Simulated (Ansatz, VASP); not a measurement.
Si in VASP and in Ansatz

INCAR

```
ALGO = Normal
EDIFF = 1E-7
ENCUT = 520
GGA = PE
ISIF = 2
ISMEAR = 0
LASPH = T
LCHARG = T
LELF = T
LREAL = F
LVHAR = T
LWAVE = F
NBANDS = 26
NELM = 100
PREC = Accurate
SIGMA = 0.01
```

The input KPOINTS:

```
k-points
0
Gamma
  12 12 2
```

The input POSCAR:

```
Si
1.0
    3.8401748450      0.0000000000      0.0000000000
   -1.9200874225      3.3256889707      0.0000000000
    0.0000000000      0.0000000000     12.6236709012
Si
8
Direct
    0.0000000000      0.0000000000      0.0005516776
    0.3333333333      0.6666666667      0.2496687367
    0.0000000000      0.0000000000      0.5005516776
    0.6666666667      0.3333333333      0.7496687367
    0.0000000000      0.0000000000      0.1869483224
    0.3333333333      0.6666666667      0.4378312633
    0.0000000000      0.0000000000      0.6869483224
    0.6666666667      0.3333333333      0.9378312633
```

Input for Ansatz:

```yaml
crystal:
  lattice:
    - [3.840174845, 0.0, 0.0]
    - [-1.9200874225, 3.3256889707, 0.0]
    - [0.0, 0.0, 12.6236709012]
  atoms:
    - { symbol: Si, position: [0.0, 0.0, 0.0005516776] }
    - { symbol: Si, position: [0.3333333333, 0.6666666667, 0.2496687367] }
    - { symbol: Si, position: [0.0, 0.0, 0.5005516776] }
    - { symbol: Si, position: [0.6666666667, 0.3333333333, 0.7496687367] }
    - { symbol: Si, position: [0.0, 0.0, 0.1869483224] }
    - { symbol: Si, position: [0.3333333333, 0.6666666667, 0.4378312633] }
    - { symbol: Si, position: [0.0, 0.0, 0.6869483224] }
    - { symbol: Si, position: [0.6666666667, 0.3333333333, 0.9378312633] }
kpoints:
  mp_grid: { grid: [12, 12, 2] }
  band_path:
    path:
      - [0.0, 0.0, 0.0]
      - [0.5, 0.0, 0.0]
      - [0.3333333333, 0.3333333333, 0.0]
      - [0.0, 0.0, 0.5]
      - [0.5, 0.0, 0.5]
      - [0.3333333333, 0.3333333333, 0.5]
      - [0.0, 0.455729, 0.0]
    npoints: 1
hamiltonian:
  xc: pbe
scf:
  occupations: { method: fixed }
  n_extra_bands: 6
output:
  forces: true
  stress: true
  eigenvalues: true
```

Alike in both runs: task single point; functional PBE; k mesh 12 × 12 × 2; no spin polarisation.

|  | VASP | Ansatz |
| --- | --- | --- |
| version | VASP 6.6.1 | Ansatz 0.2.0 |
| potentials or method | VASP PAW PBE potentials, release 64 (Si) | plane waves, PAW |
| plane-wave cutoff (eV) | 520 | 420 |
| occupations | gaussian, width 0.01 eV | fixed |
| valence electrons in the cell | 32 | 32 |

Ansatz gave:

* gap on the k mesh at the Fermi level (eV): 0.58
* pressure (GPa): 1.3
* traceless stress, the component that is largest in VASP (GPa): -0.07
* rms of the force components (eV/Å): 0.003

Task: What did VASP give for the same quantities?

Result: gap on the k mesh at the Fermi level (eV): 0.58; pressure (GPa): 1.2; traceless stress, the component that is largest in VASP (GPa): -0.07; rms of the force components (eV/Å): 0.003.

Atom by atom the forces differ by 0.000 eV/Å (rms over components).
